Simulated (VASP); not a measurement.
# Ta (Im-3m) in VASP: further runs

The runs below take Ta through single point, relaxation of cell and atoms, with PBEsol.

All numbers are computed with VASP 6.6.1; they aren't measurements. Logs are shortened: lines on timing, memory, paths and dates and some standing lists are left out, and cuts for length are marked.

### 1 The cell of the first run

The structure is cubic, space group Im-3m (No. 229). The conventional cell has a = 3.270 Å, b = 3.270 Å, c = 3.270 Å, α = 90.00°, β = 90.00°, γ = 90.00°. Ta (site symmetry m-3m) has 14 Ta at 2.83 to 3.27 Å within 3.7 Å.

### 2 Single point, PBEsol

Input file INCAR:

```
SYSTEM = Ta
PREC     = Accurate       ! precision mode
ENCUT    = 520            ! plane-wave cutoff, eV
EDIFF    = 1E-7           ! SCF threshold, eV
ISMEAR   = 0              ! smearing method
SIGMA    = 0.1            ! smearing width, eV
LREAL    = .FALSE.        ! projectors in reciprocal space
LASPH    = .TRUE.         ! aspherical terms in the spheres
NELM     = 100            ! most SCF steps
ALGO     = Fast           ! electronic algorithm
ISIF     = 2              ! what is computed and relaxed
LWAVE    = .FALSE.        ! write WAVECAR
LCHARG   = .TRUE.         ! write CHGCAR
GGA      = PS             ! functional
LELF     = .TRUE.         ! ELF
LVHAR    = .TRUE.       
NBANDS   = 12             ! bands
```

Input file KPOINTS:

```
Automatic mesh
0
G
  18 18 18
  0 0 0
```

Input file POSCAR:

```
Ta
1.0
   -1.6350188472      1.6350188472      1.6350188472
    1.6350188472     -1.6350188472      1.6350188472
    1.6350188472      1.6350188472     -1.6350188472
Ta
1
Direct
    0.0000000000      0.0000000000      0.0000000000
```

Potentials or basis: VASP PAW PBE potentials, release 64 (Ta_pv).

The run is started by

```bash
$ cat potpaw_PBE.64/Ta_pv/POTCAR > POTCAR
$ mpirun -np 1 vasp_std > vasp.out
```

OUTCAR:

```text
SYSTEM = Ta
   PREC = Accurate
   ENCUT = 520
   EDIFF = 1E-7
   ISMEAR = 0
   LREAL = .FALSE.
   LASPH = .TRUE.
   NELM = 100
   ISIF = 2
   GGA = PS

 ion  position               nearest neighbor table
   1  0.000  0.000  0.000-

  LATTYP: Found a body centered cubic cell.
 ALAT       =     3.2700376944

  Lattice vectors:

 A1 = (  -1.6350188472,   1.6350188472,   1.6350188472)
 A2 = (   1.6350188472,  -1.6350188472,   1.6350188472)
 A3 = (   1.6350188472,   1.6350188472,  -1.6350188472)

Analysis of symmetry for initial positions (statically):
=====================================================================
 Subroutine PRICEL returns:
 Original cell was already a primitive cell.

 Routine SETGRP: Setting up the symmetry group for a
 body centered cubic supercell.

 Subroutine GETGRP returns: Found 48 space group operations
 (whereof 48 operations were pure point group operations)
 out of a pool of 48 trial point group operations.

The static configuration has the point symmetry O_h .

Analysis of symmetry for dynamics (positions and initial velocities):
=====================================================================
 Subroutine PRICEL returns:
 Original cell was already a primitive cell.

 Routine SETGRP: Setting up the symmetry group for a
 body centered cubic supercell.

 Subroutine GETGRP returns: Found 48 space group operations
 (whereof 48 operations were pure point group operations)
 out of a pool of 48 trial point group operations.

The dynamic configuration has the point symmetry O_h .

 Subroutine INISYM returns: Found 48 space group operations
 (whereof 48 operations are pure point group operations),
 and found     1 'primitive' translations

----------------------------------------------------------------------------------------

                                     Primitive cell

  volume of cell :      17.4835

  direct lattice vectors                    reciprocal lattice vectors
    -1.635018847  1.635018847  1.635018847     0.000000000  0.305806872  0.305806872
     1.635018847 -1.635018847  1.635018847     0.305806872  0.000000000  0.305806872
     1.635018847  1.635018847 -1.635018847     0.305806872  0.305806872  0.000000000

  length of vectors
     2.831935715  2.831935715  2.831935715     0.432476226  0.432476226  0.432476226

  position of ions in fractional coordinates (direct lattice)
     0.000000000  0.000000000  0.000000000

  ion indices of the primitive-cell ions
   primitive index   ion index
                 1           1

----------------------------------------------------------------------------------------

 KPOINTS: Automatic mesh

Automatic generation of k-mesh.
 Grid dimensions read from file:
 generate k-points for:   18   18   18

 Generating k-lattice:

  Cartesian coordinates                     Fractional coordinates (reciprocal lattice)
     0.000000000  0.016989271  0.016989271     0.055555556  0.000000000  0.000000000
     0.016989271  0.000000000  0.016989271     0.000000000  0.055555556  0.000000000
     0.016989271  0.016989271  0.000000000     0.000000000  0.000000000  0.055555556

  Length of vectors
     0.024026457  0.024026457  0.024026457

  Shift w.r.t. Gamma in fractional coordinates (k-lattice)
     0.000000000  0.000000000  0.000000000

 Subroutine IBZKPT returns following result:
 ===========================================

 Found    195 irreducible k-points:

 Following reciprocal coordinates:
            Coordinates               Weight
  0.000000  0.000000  0.000000      1.000000
  0.055556  0.000000  0.000000     12.000000
  0.111111  0.000000  0.000000     12.000000
  0.166667  0.000000  0.000000     12.000000
  0.222222  0.000000  0.000000     12.000000
  0.277778  0.000000  0.000000     12.000000
[... 16 lines left out ...]
  0.333333  0.111111  0.000000     48.000000
  0.388889  0.111111  0.000000     48.000000
 [... further k-points ...]
   k-points           NKPTS =    195   k-points in BZ     NKDIM =    195   number of bands    NBANDS=     12
   number of dos      NEDOS =    301   number of ions     NIONS =      1
   total plane-waves  NPLWV =  13824
   dimension x,y,z NGX =    24 NGY =   24 NGZ =   24
   dimension x,y,z NGXF=    48 NGYF=   48 NGZF=   48
   ions per type =               1
   NGX,Y,Z   is equivalent  to a cutoff of  14.09, 14.09, 14.09 a.u.
   NGXF,Y,Z  is equivalent  to a cutoff of  28.18, 28.18, 28.18 a.u.
 SYSTEM =  Ta
   PREC   = accura    normal or accurate (medium, high low for compatibility)
   ISTART =      0    job   : 0-new  1-cont  2-samecut
   ICHARG =      2    charge: 1-file 2-atom 10-const
   ISPIN  =      1    spin polarized calculation?
   LNONCOLLINEAR =      F non collinear calculations
   LSORBIT =      F    spin-orbit coupling
   LASPH  =      T    aspherical Exc in radial PAW
   ENCUT  =  520.0 eV  38.22 Ry    6.18 a.u.   5.27  5.27  5.27*2*pi/ulx,y,z
   NELM   =    100;   NELMIN=  2; NELMDL= -5     # of ELM steps
   EDIFF  = 0.1E-06   stopping-criterion for ELM
   LREAL  =      F    real-space projection
   EDIFFG = 0.1E-05   stopping-criterion for IOM
   NSW    =      0    number of steps for IOM
   IBRION =     -1    ionic relax: 0-MD 1-quasi-New 2-CG
   NFREE  =      0    steps in history (QN), initial steepest desc. (CG)
   ISIF   =      2    stress and relaxation
   ISYM   =      2    0-nonsym 1-usesym 2-fastsym
   POTIM  = 0.5000    time-step for ionic-motion
   TEBEG  =    0.0;   TEEND  =   0.0 temperature during run
   PSTRESS=    0.0 pullay stress
   NELECT =      11.0000    total number of electrons
   NUPDOWN=      -1.0000    fix difference up-down
   EMIN   =  10.00;   EMAX   =-10.00  energy-range for DOS
   EFERMI =   0.00;   METHOD = LEGACY
   ISMEAR =     0;   SIGMA  =   0.10  broadening in eV -4-tet -1-fermi 0-gaus
   EFERMI_NEDOS =   21; number of points for ismear=-14 and -15
   IALGO  =     68    algorithm
   IMIX   =      4    mixing-type and parameters
     AMIX     =   0.40;   BMIX     =  1.00
     AMIX_MAG =   1.60;   BMIX_MAG =  1.00
  volume/ion in A,a.u.               =      17.48       117.98
  Fermi-wavevector in a.u.,A,eV,Ry     =   1.402802  2.650911 26.774262  1.967853
  Thomas-Fermi vector in A             =   2.525527
   LORBIT       =      0    0 simple, 1 ext, 2 COOP (PROOUT), +10 PAW based schemes
   GGA     = PS    functional components
   LHFCALC =     F    Hartree Fock is set to
   AEXX    =    0.0000 exact exchange contribution
   IVDW    =     0    specifies the selected vdW correction
   LEPSILON=     F    determine dielectric tensor
   LRPA    =     F    only Hartree local field effects (RPA)
 non-spin polarized calculation
 RMM-DIIS sequential band-by-band and
 Gauss-broadening in eV      SIGMA  =   0.10
  energy-cutoff  :      520.00
  volume of cell :       17.48
 maximum number of plane-waves:       480
 NGX is ok and might be reduce to    24
   NGX = 11   NGY = 11   NGZ = 11

 number of electron      11.0000001 magnetization

 Free energy of the ion-electron system (eV)
  ---------------------------------------------------
  ext. energy  EPLUGINS =         0.00000000
  ---------------------------------------------------
  free energy    TOTEN  =       -12.55407223 eV

  energy without entropy =      -12.54823046  energy(sigma->0) =      -12.55115135

 E-fermi :   5.5706     XC(G=0): -12.8810

 val. band max:        5.5673621901   @ k =  -0.2778   0.3889   0.1111
 cond. band min:       5.5717907558   @ k =   0.1111   0.1111   0.0000
 fundamental gap:      0.0044285657
 Fermi energy:         5.5706005667

 k-point     1 :       0.0000    0.0000    0.0000
  band No.  band energies     occupation
      1     -27.3400      2.00000
      2     -27.3400      2.00000
      3     -27.3400      2.00000
      4      -2.4803      2.00000
      5       6.2834      0.00000
      6       6.2834      0.00000
      7       6.2834      0.00000
      8       9.6605      0.00000
      9       9.6605      0.00000
     10      20.7440      0.00000
     11      20.7440      0.00000
     12      20.7440      0.00000

 k-point     2 :       0.0556    0.0000    0.0000
  band No.  band energies     occupation
      1     -27.3831      2.00000
      2     -27.3531      2.00000
      3     -27.3402      2.00000
      4      -2.3361      2.00000
      5       6.1888      0.00000
      6       6.2572      0.00000
      7       6.4245      0.00000
      8       9.5030      0.00000
      9       9.6602      0.00000
     10      20.8765      0.00000
     11      20.9953      0.00000
     12      21.1342      0.00000

 k-point     3 :       0.1111    0.0000    0.0000
  band No.  band energies     occupation
      1     -27.5057      2.00000
      2     -27.3907      2.00000
      3     -27.3410      2.00000
      4      -1.9194      2.00000
      5       5.9286      0.00000
      6       6.1460      0.00000
      7       6.8435      0.00000
      8       9.1755      0.00000
      9       9.6677      0.00000
     10      21.2127      0.00000
     11      21.7236      0.00000
     12      22.1264      0.00000
[... 286 lines left out ...]
 k-point    23 :       0.3333    0.1111    0.0000
  band No.  band energies     occupation
      1     -28.4730      2.00000
      2     -27.7508      2.00000
      3     -27.4048      2.00000
      4       1.4083      2.00000
      5       4.1895      2.00000
      6       5.6947      0.07923
      7       9.3495      0.00000
      8      10.5743      0.00000
      9      12.7151      0.00000
     10      18.3947      0.00000
     11      19.6166      0.00000
     12      20.3649      0.00000

 k-point    24 :       0.3889    0.1111    0.0000
  band No.  band energies     occupation
      1     -28.5611      2.00000
      2     -27.7944      2.00000
      3     -27.4065      2.00000
      4       1.4544      2.00000
      5       4.0511      2.00000
      6       6.3202      0.00000
      7       9.4209      0.00000
      8      10.7752      0.00000
      9      13.7645      0.00000
     10      17.4769      0.00000
     11      18.7966      0.00000
     12      20.3519      0.00000

 [... further k-points ...]
[... 5 lines left out ...]
  --------------------------------------------------------------------------------------
  -------------------------------------------------------------------------------------
  Total        0.2405151      0.2405151      0.2405151     -0.0000000     -0.0000000     -0.0000000
  in kB       22.0406660     22.0406660     22.0406660     -0.0000000     -0.0000000     -0.0000000
  external PRESSURE =      22.0406660 kB  Pullay stress =       0.0000000 kB

 VOLUME and BASIS-vectors are now :
 -----------------------------------------------------------------------------
  energy-cutoff  :      520.00
  volume of cell :       17.48
      direct lattice vectors                 reciprocal lattice vectors
    -1.635018847  1.635018847  1.635018847     0.000000000  0.305806872  0.305806872
     1.635018847 -1.635018847  1.635018847     0.305806872  0.000000000  0.305806872
     1.635018847  1.635018847 -1.635018847     0.305806872  0.305806872  0.000000000

 POSITION                                       TOTAL-FORCE (eV/Angst)
 -----------------------------------------------------------------------------------
      0.00000      0.00000      0.00000         0.000000      0.000000     -0.000000
 -----------------------------------------------------------------------------------
    total drift:                                0.000000     -0.000000     -0.000000

  FREE ENERGIE OF THE ION-ELECTRON SYSTEM (eV)
  ---------------------------------------------------
  free  energy   TOTEN  =       -12.5540722289 eV

  energy  without entropy=      -12.5482304639  energy(sigma->0) =      -12.55115135
```

Wall time 92 s (1 thread of AMD EPYC 7R13, shared host); peak memory 0.14 GiB.

What came out:

```yaml
Free_energy: -12.5541 eV
Pressure: 2.2 GPa
Band_gap_on_the_k_mesh: zero (an odd number of electrons rules out a gap without spin polarisation)
```

Caveat: the PAW data sets were made with another functional, which shifts forces and pressure a little; spin-orbit coupling is left out, which moves the levels of the heavy elements.

### 3 Single point, PBEsol

This run uses another cell than the first one, of 17.83 Å³/atom.

Input file INCAR:

```
PREC = Accurate ; ENCUT = 520
EDIFF = 1E-7 ; ISMEAR = 0
SIGMA = 0.1 ; LREAL = F
LASPH = T ; NELM = 100
ALGO = Normal ; ISIF = 2
LWAVE = F ; LCHARG = F
GGA = PS ; NBANDS = 12
```

Input file KPOINTS:

```
Automatic mesh
0
Gamma
  18 18 18
```

Input file POSCAR:

```
Ta
1.0
   -1.6458387191      1.6458387191      1.6458387191
    1.6458387191     -1.6458387191      1.6458387191
    1.6458387191      1.6458387191     -1.6458387191
Ta
1
Direct
    0.0000000000      0.0000000000      0.0000000000
```

Potentials or basis: VASP PAW PBE potentials, release 64 (Ta_pv).

The run is started by

```bash
$ cat potpaw_PBE.64/Ta_pv/POTCAR > POTCAR
$ mpirun -np 1 vasp_std > vasp.out
```

Wall time 55 s (1 thread of AMD EPYC 7R13, shared host); peak memory 0.14 GiB.

The run converged. Its results:

- Free energy: -12.5545 eV
- Pressure: -1.9 GPa
- Band gap on the k mesh: zero (an odd number of electrons rules out a gap without spin polarisation)

Levels at points of the mesh, in eV from the Fermi level:
| k point | band 2 | band 3 | band 4 | band 5 | band 6 | band 7 | band 8 | band 9 |
| --- | --- | --- | --- | --- | --- | --- | --- | --- |
| (0.00, 0.00, 0.00) | -32.99 | -32.99 | -7.98 | 0.71 | 0.71 | 0.71 | 4.02 | 4.02 |
| (0.50, 0.00, 0.00) | -33.39 | -33.00 | -4.44 | -1.59 | 1.65 | 3.90 | 4.94 | 7.90 |
| (0.50, 0.50, 0.50) | -33.84 | -33.84 | -3.88 | -3.88 | 6.92 | 6.92 | 6.92 | 8.74 |

Caveat: the PAW data sets were made with another functional, which shifts forces and pressure a little; spin-orbit coupling is left out, which moves the levels of the heavy elements.

[end of part 1 of 2]
